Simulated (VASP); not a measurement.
HgPd: single point with LDA

The system is HgPd.

```
CELL_PARAMETERS angstrom
3.02995 0.00000 0.00000
0.00000 2.84816 0.00000
0.00000 0.00000 3.69200
ATOMIC_POSITIONS crystal
Hg 0.00000 0.00000 0.00000
Pd 0.50000 0.50000 0.50000
```

This cell differs from its parent crystal: strain -0.0600 x Voigt [0, 1, 0, 0, 0, 0].

```yaml
Program: VASP 6.6.1
Task: single point
Functional: LDA
Potentials_or_basis: VASP PAW LDA potentials, release 64 (Hg_sv_GW, Pd_sv_GW)
Cutoff: 540 eV
k_mesh: 16 × 16 × 14
Occupations: gaussian, width 0.15 eV
Spin: no spin polarisation
```

```yaml
Pressure: 5.3 GPa
Band_gap_on_the_k_mesh: zero (bands 19 and 20 overlap by 4.44 eV)
```

Stress tensor (GPa, compression positive):
```
2.23 0.00 0.00
0.00 9.68 0.00
0.00 0.00 4.04
```

Levels at points of the mesh, in eV from the Fermi level:
```csv
k point,band 17,band 18,band 19,band 20,band 21,band 22
"(0.00, 0.00, 0.00)",-1.56,-1.47,-1.35,2.20,7.52,8.64
"(0.50, 0.00, 0.00)",-3.87,-2.35,-1.95,0.03,9.84,10.08
"(0.00, 0.50, 0.00)",-2.96,-2.86,-2.20,0.80,10.23,10.80
"(0.50, 0.50, 0.00)",-1.62,-0.71,-0.20,0.03,3.82,7.11
"(0.00, 0.00, 0.50)",-2.73,-2.30,-2.18,-1.53,12.42,14.15
"(0.50, 0.00, 0.50)",-1.61,-1.53,-1.45,-1.30,2.05,4.45
"(0.00, 0.50, 0.50)",-1.63,-1.56,-1.21,-0.75,2.52,5.33
"(0.50, 0.50, 0.50)",-1.83,-0.73,2.09,5.31,5.91,6.60
```

Run time: 3.5 min on 1 thread of Intel(R) Xeon(R) 6975P-C (Granite Rapids), on a shared host, peak memory 0.78 GiB.

Caveat: the cell differs from its parent crystal (strain -0.0600 x Voigt [0, 1, 0, 0, 0, 0]); the cell stands under pressure; spin-orbit coupling is left out, which moves the levels of the heavy elements.
